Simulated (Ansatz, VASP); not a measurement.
Li2S: VASP beside Ansatz

The input INCAR:

```
SYSTEM = Li2S
PREC = Accurate ; ENCUT = 750
EDIFF = 1E-6 ; ISMEAR = 0
SIGMA = 0.05 ; LREAL = .False.
LASPH = .True. ; NELM = 120
ALGO = Normal ; ISIF = 2
LWAVE = .False. ; LCHARG = .True.
GGA = PE ; LELF = .True.
LVHAR = .True. ; NBANDS = 13
GGA_COMPAT = .False.
```

File KPOINTS:

```
regular mesh
0
Gamma
  10 10 10
  0 0 0
```

The input POSCAR:

```
Li2S
1.0
    0.0000000000      2.8528728683      2.8528728683
    2.8528728683      0.0000000000      2.8528728683
    2.8528728683      2.8528728683      0.0000000000
Li S
2 1
Direct
    0.2500000000      0.2500000000      0.2500000000
    0.7500000000      0.7500000000      0.7500000000
    0.0000000000      0.0000000000      0.0000000000
```

Input for Ansatz:

```yaml
crystal:
  lattice:
    - [0.0, 2.8528728683, 2.8528728683]
    - [2.8528728683, 0.0, 2.8528728683]
    - [2.8528728683, 2.8528728683, 0.0]
  atoms:
    - { symbol: Li, position: [0.25, 0.25, 0.25] }
    - { symbol: Li, position: [0.75, 0.75, 0.75] }
    - { symbol: S, position: [0.0, 0.0, 0.0] }
basis:
  ecutwfc: 420
  ecutrho_ratio: 4
kpoints:
  mp_grid: { grid: [10, 10, 10] }
hamiltonian:
  xc: pbe
scf:
  occupations: { method: gaussian, width: 0.05 }
output:
  forces: true
  stress: true
  eigenvalues: true
```

Alike in both runs: task single point; functional PBE; k mesh 10 × 10 × 10; occupations gaussian, width 0.05 eV; no spin polarisation.

```csv
,VASP,Ansatz
version,VASP 6.6.1,Ansatz 0.2.0
potentials or method,"VASP PAW PBE potentials, release 64 (Li_sv, S), cutoff 750 eV","scalar-relativistic, plane waves, PAW"
valence electrons in the cell,12,12
```

```tsv
	VASP	Ansatz	Ansatz less VASP
gap on the k mesh at the Fermi level (eV)	3.39	3.39	+0.001
least direct gap on the mesh (eV)	4.25	4.25	-0.004
pressure (GPa)	-0.1	0.0	+0.13
```
